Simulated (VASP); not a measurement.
# FeS2 (Pnnm) in VASP: single point with PBE

Aim: the single point of FeS2 with PBE.

Program: VASP 6.6.1. These are calculated values, not measurements. Logs are shortened: lines on timing, memory, paths and dates and some standing lists are left out, and cuts for length are marked.

### Step 1. The cell of the first run

It takes space group Pnnm (No. 58, orthorhombic). Conventional cell: a = 4.438 Å, b = 5.411 Å, c = 3.391 Å, α = 90.00°, β = 90.00°, γ = 90.00°. Fe (site symmetry 2/m) has 6 S at 2.23 to 2.24 Å within 2.9 Å. S (site symmetry m) has 3 Fe at 2.23 to 2.24 Å and 1 S at 2.28 Å within 2.9 Å.

### Step 2. Single point, PBE, collinear spin, ferromagnetic start

File INCAR:

```
SYSTEM = FeS2
ALGO = Normal
EDIFF = 1E-6
ENCUT = 600
GGA = PE
GGA_COMPAT = .False.
ISIF = 2
ISMEAR = 0
ISPIN = 2
LASPH = .True.
LCHARG = .False.
LMAXMIX = 4
LORBIT = 11
LREAL = .False.
LWAVE = .False.
MAGMOM = 4 4 0 0 0 0
NBANDS = 33
NELM = 200
PREC = Accurate
SIGMA = 0.05
```

File KPOINTS:

```
k-points
0
Gamma
  4 4 6
  0 0 0
```

File POSCAR:

```
FeS2
1.0
    4.4376051065      0.0000000000      0.0000000000
    0.0000000000      5.4113276336      0.0000000000
    0.0000000000      0.0000000000      3.3906079633
Fe S
2 4
Direct
    0.0000000000      0.0000000000      0.0000000000
    0.5000000000      0.5000000000      0.5000000000
    0.2062302269      0.3751193154      0.0000000000
    0.7937697731      0.6248806846      0.0000000000
    0.7062302269      0.1248806846      0.5000000000
    0.2937697731      0.8751193154      0.5000000000
```

Potentials or basis: VASP PAW PBE potentials, release 64 (Fe, S).

Command:

```
$ cat potpaw_PBE.64/Fe/POTCAR potpaw_PBE.64/S/POTCAR > POTCAR
$ mpirun -np 1 vasp_std > vasp.out
```

OUTCAR:

```text
SYSTEM = FeS2
   EDIFF = 1E-6
   ENCUT = 600
   GGA = PE
   ISIF = 2
   ISMEAR = 0
   ISPIN = 2
   LASPH = .True.
   LORBIT = 11
   LREAL = .False.
   NELM = 200
   PREC = Accurate

 ion  position               nearest neighbor table
   1  0.000  0.000  0.000-   3 2.23   4 2.23   5 2.24   6 2.24   5 2.24   6 2.24
   2  0.500  0.500  0.500-   5 2.23   6 2.23   3 2.24   4 2.24   3 2.24   4 2.24
   3  0.206  0.375  0.000-   1 2.23   2 2.24   2 2.24   4 2.28
   4  0.794  0.625  0.000-   1 2.23   2 2.24   2 2.24   3 2.28
   5  0.706  0.125  0.500-   2 2.23   1 2.24   1 2.24   6 2.28
   6  0.294  0.875  0.500-   2 2.23   1 2.24   1 2.24   5 2.28

  LATTYP: Found a simple orthorhombic cell.
 ALAT       =     3.3906079633
 B/A-ratio  =     1.3087933357
 C/A-ratio  =     1.5959756162

  Lattice vectors:

 A1 = (   0.0000000000,   0.0000000000,   3.3906079633)
 A2 = (   4.4376051065,   0.0000000000,   0.0000000000)
 A3 = (   0.0000000000,   5.4113276336,   0.0000000000)

Analysis of symmetry for initial positions (statically):
=====================================================================
 Subroutine PRICEL returns:
 Original cell was already a primitive cell.

 Routine SETGRP: Setting up the symmetry group for a
 simple orthorhombic supercell.

 Subroutine GETGRP returns: Found  8 space group operations
 (whereof  4 operations were pure point group operations)
 out of a pool of  8 trial point group operations.

The static configuration has the point symmetry C_2h.
 The point group associated with its full space group is D_2h.

Analysis of symmetry for dynamics (positions and initial velocities):
=====================================================================
 Subroutine PRICEL returns:
 Original cell was already a primitive cell.

 Routine SETGRP: Setting up the symmetry group for a
 simple orthorhombic supercell.

 Subroutine GETGRP returns: Found  8 space group operations
 (whereof  4 operations were pure point group operations)
 out of a pool of  8 trial point group operations.

The dynamic configuration has the point symmetry C_2h.
 The point group associated with its full space group is D_2h.

Analysis of structural, dynamic, and magnetic symmetry:
=====================================================================
 Subroutine PRICEL returns:
 Original cell was already a primitive cell.

 Routine SETGRP: Setting up the symmetry group for a
 simple orthorhombic supercell.

 Subroutine GETGRP returns: Found  8 space group operations
 (whereof  4 operations were pure point group operations)
 out of a pool of  8 trial point group operations.

The overall configuration has the point symmetry C_2h.
 The point group associated with its full space group is D_2h.

 Subroutine INISYM returns: Found  8 space group operations
 (whereof  4 operations are pure point group operations),
 and found     1 'primitive' translations

----------------------------------------------------------------------------------------

                                     Primitive cell

  volume of cell :      81.4198

  direct lattice vectors                    reciprocal lattice vectors
     4.437605107  0.000000000  0.000000000     0.225346775  0.000000000  0.000000000
     0.000000000  5.411327634  0.000000000     0.000000000  0.184797534  0.000000000
     0.000000000  0.000000000  3.390607963     0.000000000  0.000000000  0.294932358

  length of vectors
     4.437605107  5.411327634  3.390607963     0.225346775  0.184797534  0.294932358

  position of ions in fractional coordinates (direct lattice)
     0.000000000  0.000000000  0.000000000
     0.500000000  0.500000000  0.500000000
     0.206230227  0.375119315  0.000000000
     0.793769773  0.624880685  0.000000000
     0.706230227  0.124880685  0.500000000
     0.293769773  0.875119315  0.500000000

  ion indices of the primitive-cell ions
   primitive index   ion index
                 1           1
                 2           2
                 3           3
                 4           4
                 5           5
                 6           6

[... 52 lines left out ...]
 [... further k-points ...]
   k-points           NKPTS =     36   k-points in BZ     NKDIM =     36   number of bands    NBANDS=     33
   number of dos      NEDOS =    301   number of ions     NIONS =      6
   total plane-waves  NPLWV =  48384
   dimension x,y,z NGX =    36 NGY =   48 NGZ =   28
   dimension x,y,z NGXF=    72 NGYF=   96 NGZF=   56
   ions per type =               2   4
   NGX,Y,Z   is equivalent  to a cutoff of  13.49, 14.75, 13.73 a.u.
   NGXF,Y,Z  is equivalent  to a cutoff of  26.97, 29.49, 27.46 a.u.
 SYSTEM =  FeS2
   PREC   = accura    normal or accurate (medium, high low for compatibility)
   ISTART =      0    job   : 0-new  1-cont  2-samecut
   ICHARG =      2    charge: 1-file 2-atom 10-const
   ISPIN  =      2    spin polarized calculation?
   LNONCOLLINEAR =      F non collinear calculations
   LSORBIT =      F    spin-orbit coupling
   LASPH  =      T    aspherical Exc in radial PAW
   ENCUT  =  600.0 eV  44.10 Ry    6.64 a.u.   8.86 10.81  6.77*2*pi/ulx,y,z
   NELM   =    200;   NELMIN=  2; NELMDL= -5     # of ELM steps
   EDIFF  = 0.1E-05   stopping-criterion for ELM
   LREAL  =      F    real-space projection
   EDIFFG = 0.1E-04   stopping-criterion for IOM
   NSW    =      0    number of steps for IOM
   IBRION =     -1    ionic relax: 0-MD 1-quasi-New 2-CG
   NFREE  =      0    steps in history (QN), initial steepest desc. (CG)
   ISIF   =      2    stress and relaxation
   ISYM   =      2    0-nonsym 1-usesym 2-fastsym
   POTIM  = 0.5000    time-step for ionic-motion
   TEBEG  =    0.0;   TEEND  =   0.0 temperature during run
   PSTRESS=    0.0 pullay stress
   NELECT =      40.0000    total number of electrons
   NUPDOWN=      -1.0000    fix difference up-down
   EMIN   =  10.00;   EMAX   =-10.00  energy-range for DOS
   EFERMI =   0.00;   METHOD = LEGACY
   ISMEAR =     0;   SIGMA  =   0.05  broadening in eV -4-tet -1-fermi 0-gaus
   EFERMI_NEDOS =   21; number of points for ismear=-14 and -15
   IALGO  =     38    algorithm
   IMIX   =      4    mixing-type and parameters
     AMIX     =   0.40;   BMIX     =  1.00
     AMIX_MAG =   1.60;   BMIX_MAG =  1.00
  volume/ion in A,a.u.               =      13.57        91.57
  Fermi-wavevector in a.u.,A,eV,Ry     =   1.291769  2.441089 22.703590  1.668667
  Thomas-Fermi vector in A             =   2.423518
   LORBIT       =     11    0 simple, 1 ext, 2 COOP (PROOUT), +10 PAW based schemes
   GGA     = PE    functional components
   LHFCALC =     F    Hartree Fock is set to
   AEXX    =    0.0000 exact exchange contribution
   IVDW    =     0    specifies the selected vdW correction
   LEPSILON=     F    determine dielectric tensor
   LRPA    =     F    only Hartree local field effects (RPA)
 spin polarized calculation
 Gauss-broadening in eV      SIGMA  =   0.05
  energy-cutoff  :      600.00
  volume of cell :       81.42
 maximum number of plane-waves:      2764
 NGX is ok and might be reduce to    36
   NGX = 17   NGY = 21   NGZ = 13

 number of electron      39.9999998 magnetization      -0.0642099

 number of electron      39.9999998 magnetization       0.0003327

 Free energy of the ion-electron system (eV)
  ---------------------------------------------------
  ext. energy  EPLUGINS =         0.00000000
  ---------------------------------------------------
  free energy    TOTEN  =       -36.10559812 eV

  energy without entropy =      -36.10559812  energy(sigma->0) =      -36.10559812

 E-fermi :   7.9148     XC(G=0): -11.7153

 val. band max:        7.6796451408   @ k =   0.2500   0.0000   0.1667
 cond. band min:       8.5742918402   @ k =   0.0000   0.5000   0.5000
 fundamental gap:      0.8946466994
 Fermi energy:         7.9147965797

 spin component 1

 k-point     1 :       0.0000    0.0000    0.0000
  band No.  band energies     occupation
      1      -8.9490      1.00000
      2      -6.5489      1.00000
      3      -4.8001      1.00000
      4      -4.0632      1.00000
      5       0.1303      1.00000
      6       1.6403      1.00000
[... 829 lines left out ...]
     31      16.2589      0.00000
     32      16.2589      0.00000

 [... further k-points ...]

 spin component 2

 k-point     1 :       0.0000    0.0000    0.0000
  band No.  band energies     occupation
      1      -8.9490      1.00000
      2      -6.5488      1.00000
      3      -4.8001      1.00000
      4      -4.0632      1.00000
      5       0.1303      1.00000
      6       1.6404      1.00000
[... 829 lines left out ...]
     31      16.2589      0.00000
     32      16.2589      0.00000

 [... further k-points ...]

 [bands above 32 left out]

------------------------ aborting loop because EDIFF is reached ----------------------------------------

  FORCE on cell =-STRESS in cart. coord.  units (eV):
  Direction    XX          YY          ZZ          XY          YZ          ZX
  --------------------------------------------------------------------------------------
  -------------------------------------------------------------------------------------
  Total        0.0103339      0.0001513      0.0910039      0.0000000      0.0000000      0.0000000
  in kB        0.2033502      0.0029774      1.7907727      0.0000000      0.0000000      0.0000000
  external PRESSURE =       0.6657001 kB  Pullay stress =       0.0000000 kB

 VOLUME and BASIS-vectors are now :
 -----------------------------------------------------------------------------
  energy-cutoff  :      600.00
  volume of cell :       81.42
      direct lattice vectors                 reciprocal lattice vectors
     4.437605107  0.000000000  0.000000000     0.225346775  0.000000000  0.000000000
     0.000000000  5.411327634  0.000000000     0.000000000  0.184797534  0.000000000
     0.000000000  0.000000000  3.390607963     0.000000000  0.000000000  0.294932358

 POSITION                                       TOTAL-FORCE (eV/Angst)
 -----------------------------------------------------------------------------------
      0.00000      0.00000      0.00000         0.000000      0.000000      0.000000
      2.21880      2.70566      1.69530         0.000000      0.000000      0.000000
      0.91517      2.02989      0.00000        -0.056011      0.037645      0.000000
      3.52244      3.38143      0.00000         0.056011     -0.037645     -0.000000
      3.13397      0.67577      1.69530        -0.056011     -0.037645      0.000000
      1.30363      4.73556      1.69530         0.056011      0.037645     -0.000000
 -----------------------------------------------------------------------------------
    total drift:                                0.000000      0.000000      0.000000

  FREE ENERGIE OF THE ION-ELECTRON SYSTEM (eV)
  ---------------------------------------------------
  free  energy   TOTEN  =       -36.1055981156 eV

  energy  without entropy=      -36.1055981156  energy(sigma->0) =      -36.10559812

 total charge

# of ion       s       p       d       tot
------------------------------------------
    1        0.440   0.660   6.508   7.608
    2        0.440   0.660   6.508   7.608
    3        1.347   2.294   0.000   3.641
    4        1.347   2.294   0.000   3.641
    5        1.347   2.294   0.000   3.641
    6        1.347   2.294   0.000   3.641
--------------------------------------------------
tot          6.269  10.496  13.016  29.781

 magnetization (x)

# of ion       s       p       d       tot
------------------------------------------
    1        0.000   0.000   0.000   0.000
    2        0.000   0.000   0.000   0.000
    3       -0.000  -0.000   0.000  -0.000
    4       -0.000  -0.000   0.000  -0.000
    5       -0.000  -0.000   0.000  -0.000
    6       -0.000  -0.000   0.000  -0.000
--------------------------------------------------
tot          0.000  -0.000   0.000   0.000
```

It took 2.9 min on 1 thread of Intel Xeon Platinum 8375C at 2.90GHz (Ice Lake), shared host; peak memory 0.35 GiB.

Results:

```
Free energy                                           : -36.1056 eV
Pressure                                              : 0.1 GPa
Largest force                                         : 0.067 eV/Å
Band gap on the k mesh                                : 0.89 eV, indirect (least direct gap 1.20 eV)
Net moment                                            : 0.00 μB per cell
Valence electrons inside the program's atomic spheres : Fe 7.61; S 3.64
```

Forces on the atoms (eV/Å):
```
Fe   0.000  0.000  0.000
Fe   0.000  0.000  0.000
S   -0.056  0.038  0.000
S    0.056 -0.038  0.000
S   -0.056 -0.038  0.000
S    0.056  0.038  0.000
```

Levels at points of the mesh, in eV from the valence-band top:
Spin up:
| k point | band 16 | band 17 | band 18 | band 19 | band 20 | band 21 | band 22 | band 23 | band 24 | band 25 |
| --- | --- | --- | --- | --- | --- | --- | --- | --- | --- | --- |
| (0.00, 0.00, 0.00) | -1.08 | -0.89 | -0.73 | -0.71 | -0.41 | 1.14 | 1.43 | 2.70 | 3.12 | 3.41 |
| (0.50, 0.00, 0.00) | -1.09 | -0.62 | -0.62 | -0.08 | -0.08 | 1.87 | 1.87 | 1.91 | 1.91 | 2.79 |
| (0.00, 0.50, 0.00) | -1.00 | -0.77 | -0.77 | -0.29 | -0.29 | 1.13 | 1.13 | 2.48 | 2.48 | 2.96 |
| (0.50, 0.50, 0.00) | -1.26 | -1.07 | -1.07 | -0.87 | -0.87 | 1.42 | 1.42 | 2.08 | 2.08 | 3.14 |
| (0.00, 0.00, 0.50) | -1.38 | -0.83 | -0.83 | -0.39 | -0.39 | 1.53 | 1.53 | 1.74 | 1.74 | 2.18 |
| (0.50, 0.00, 0.50) | -0.98 | -0.71 | -0.71 | -0.32 | -0.32 | 1.53 | 1.53 | 1.87 | 1.87 | 3.63 |
| (0.00, 0.50, 0.50) | -1.82 | -1.37 | -1.37 | -0.35 | -0.35 | 0.89 | 0.89 | 2.32 | 2.32 | 3.01 |
| (0.50, 0.50, 0.50) | -1.37 | -0.54 | -0.54 | -0.34 | -0.34 | 1.60 | 1.60 | 2.11 | 2.11 | 2.55 |
Spin down:
| k point | band 16 | band 17 | band 18 | band 19 | band 20 | band 21 | band 22 | band 23 | band 24 | band 25 |
| --- | --- | --- | --- | --- | --- | --- | --- | --- | --- | --- |
| (0.00, 0.00, 0.00) | -1.08 | -0.89 | -0.73 | -0.71 | -0.41 | 1.14 | 1.43 | 2.70 | 3.12 | 3.41 |
| (0.50, 0.00, 0.00) | -1.09 | -0.62 | -0.62 | -0.08 | -0.08 | 1.87 | 1.87 | 1.91 | 1.91 | 2.79 |
| (0.00, 0.50, 0.00) | -1.00 | -0.77 | -0.77 | -0.29 | -0.29 | 1.13 | 1.13 | 2.48 | 2.48 | 2.96 |
| (0.50, 0.50, 0.00) | -1.26 | -1.07 | -1.07 | -0.87 | -0.87 | 1.42 | 1.42 | 2.08 | 2.08 | 3.14 |
| (0.00, 0.00, 0.50) | -1.38 | -0.83 | -0.83 | -0.39 | -0.39 | 1.53 | 1.53 | 1.75 | 1.75 | 2.19 |
| (0.50, 0.00, 0.50) | -0.98 | -0.71 | -0.71 | -0.32 | -0.32 | 1.53 | 1.53 | 1.87 | 1.87 | 3.63 |
| (0.00, 0.50, 0.50) | -1.82 | -1.37 | -1.37 | -0.35 | -0.35 | 0.89 | 0.89 | 2.32 | 2.32 | 3.01 |
| (0.50, 0.50, 0.50) | -1.37 | -0.54 | -0.54 | -0.34 | -0.34 | 1.60 | 1.60 | 2.11 | 2.11 | 2.55 |

Caveat: the starting moments collapsed, and a magnetic state may lie lower. PBE gaps usually lie below the measured ones, often by a third to a half.
